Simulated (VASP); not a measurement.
A run of VASP 6.6.1 is set up as follows.

INCAR

```
SYSTEM = AgI
ALGO = Normal
EDIFF = 1E-6
ENCUT = 500
GGA = PE
GGA_COMPAT = .False.
ISIF = 2
ISMEAR = 0
LASPH = .True.
LCHARG = .False.
LREAL = .False.
LWAVE = .False.
NBANDS = 16
NELM = 120
PREC = Accurate
SIGMA = 0.05
```

KPOINTS

```
k-points
0
Gamma
  10 10 10
  0 0 0
```

File POSCAR:

```
AgI
1.0
    0.0000000000      3.3347879998      3.3347879998
    3.3347879998      0.0000000000      3.3347879998
    3.3347879998      3.3347879998      0.0000000000
Ag I
1 1
Direct
    0.0000000000      0.0000000000      0.0000000000
    0.7500000000      0.7500000000      0.7500000000
```

Potentials or basis: VASP PAW PBE potentials, release 64 (Ag, I).

Run with:

```bash
$ cat potpaw_PBE.64/Ag/POTCAR potpaw_PBE.64/I/POTCAR > POTCAR
$ mpirun -np 1 vasp_std > vasp.out
```

**Question.** What does it give for the band gap on the k mesh?

**Answer.** 1.35 eV.

**Question.** What does it give for the pressure?

**Answer.** -0.5 GPa.

Caveat: spin-orbit coupling is left out, which moves the levels of the heavy elements. A k mesh can miss the band edges.
